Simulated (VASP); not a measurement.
Here is a VASP 6.6.1 calculation.

The input INCAR:

```
PREC = Accurate ; ENCUT = 520
EDIFF = 1E-6 ; ISMEAR = -1
SIGMA = 0.02 ; LREAL = Auto
LASPH = True ; NELM = 100
ALGO = Normal ; ISIF = 2
LWAVE = False ; LCHARG = False
NBANDS = 47
```

KPOINTS

```
Automatic mesh
0
Gamma
  1 1 1
```

File POSCAR:

```
Mg9O8
1.0
    0.0000000000      4.3520000000      4.3520000000
    4.3520000000      0.0000000000      4.3520000000
    4.3520000000      4.3520000000      0.0000000000
Mg O
9 8
Direct
    0.0071077665     -0.0957948070      0.0883297335
   -0.0054864430      0.1710454963      0.4914395680
   -0.0770988051      0.3759800092      0.0572805607
    0.1839117647      0.4605730699      0.4717281710
    0.4352855009      0.0563638557      0.0464337086
    0.5468178998     -0.0228590303      0.6093284697
    0.5301340763      0.4679102711     -0.0601094899
    0.5487015165      0.6179471507      0.4461649816
    0.0114592142      0.7549070542      0.7507055377
    0.1815620404      0.3926385570      0.1983403033
    0.2105186121      0.1566886489      0.8420530790
    0.1723922335      0.8549908088      0.3540489430
    0.3260250460      0.7733920037      0.7191514246
    0.6471945083      0.2183330653      0.2572597656
    0.6335000000      0.2670255055      0.7094411765
    0.7560705423      0.7586210937      0.0920057445
    0.8299009651      0.6119579504      0.7271640625
```

Potentials or basis: VASP PAW LDA potentials, release 64 (Mg, O).

The run is started by

```console
$ cat potpaw_LDA.64/Mg/POTCAR potpaw_LDA.64/O/POTCAR > POTCAR
$ mpirun -np 1 vasp_gam > vasp.out
```

Estimate the pressure.

23.6 GPa.

Predict the band gap on the k mesh.

3.44 eV.

Forces on the atoms (eV/Å):
```
Mg  -0.022 -0.052 -0.059
Mg   0.342  0.312  0.363
Mg   0.121 -0.143 -0.390
Mg   0.539  0.688  0.250
Mg   0.154 -0.379 -0.165
Mg   0.069  0.250  0.123
Mg  -0.002  0.059 -0.390
Mg  -0.054 -0.283 -0.492
Mg  -0.064  0.783  0.715
O   -0.246 -0.651  0.097
O    0.315  0.113 -0.035
O    0.233  0.305 -0.095
O    0.620 -0.104  0.628
O   -0.448 -0.026 -0.094
O   -0.504 -0.161  0.068
O    0.147  0.270  0.552
O   -1.200 -0.981 -1.076
```

Caveat: the k points lie up to 1.25 Å⁻¹ apart.
